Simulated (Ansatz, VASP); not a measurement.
**One calculation of LiF, two programs**

The input INCAR:

```
SYSTEM = LiF
  ALGO = Normal
  EDIFF = 1E-6
  ENCUT = 520
  GGA = PE
  ISIF = 2
  ISMEAR = 0
  LASPH = .TRUE.
  LCHARG = .TRUE.
  LELF = .TRUE.
  LREAL = .FALSE.
  LVHAR = .TRUE.
  LWAVE = .FALSE.
  NBANDS = 12
  NELM = 100
  PREC = Accurate
  SIGMA = 0.02
```

The input KPOINTS:

```
k-points
0
G
  10 10 10
  0 0 0
```

POSCAR

```
LiF
1.0
    0.0000000000      2.0335339348      2.0335339348
    2.0335339348      0.0000000000      2.0335339348
    2.0335339348      2.0335339348      0.0000000000
Li F
1 1
Direct
    0.0000000000      0.0000000000      0.0000000000
    0.5000000000      0.5000000000      0.5000000000
```

Input for Ansatz:

```yaml
crystal:
  lattice:
    - [0.0, 2.0335339348, 2.0335339348]
    - [2.0335339348, 0.0, 2.0335339348]
    - [2.0335339348, 2.0335339348, 0.0]
  atoms:
    - { symbol: Li, position: [0.0, 0.0, 0.0] }
    - { symbol: F, position: [0.5, 0.5, 0.5] }
basis:
  ecutwfc: 420
kpoints:
  mp_grid: { grid: [10, 10, 10] }
hamiltonian:
  xc: pbe
scf:
  occupations: { method: gaussian, width: 0.02 }
  n_extra_bands: 12
output:
  forces: false
  stress: false
  eigenvalues: true
  optics: { e_range: [0, 14], sigma: 0.1, nscf_kmesh: { grid: [15, 15, 15] } }
checkpoint:
  read: start.run
  write: ck
  compress: false
  write_wavefunctions: false
  write_every: 100000
```

Alike in both runs: task single point; functional PBE; k mesh 10 × 10 × 10; occupations gaussian, width 0.02 eV; no spin polarisation.

|  | VASP | Ansatz |
| --- | --- | --- |
| version | VASP 6.6.1 | Ansatz 0.2.0 |
| potentials or method | VASP PAW PBE potentials, release 64 (Li_sv, F), cutoff 520 eV | scalar-relativistic, plane waves, PAW |
| valence electrons in the cell | 10 | 10 |

```tsv
	VASP	Ansatz	Ansatz less VASP
gap on the k mesh at the Fermi level (eV)	8.83	8.84	+0.001
least direct gap on the mesh (eV)	8.83	8.84	+0.001
```

Noted on VASP's run: the cutoff is short for stress, so the pressure is rough.
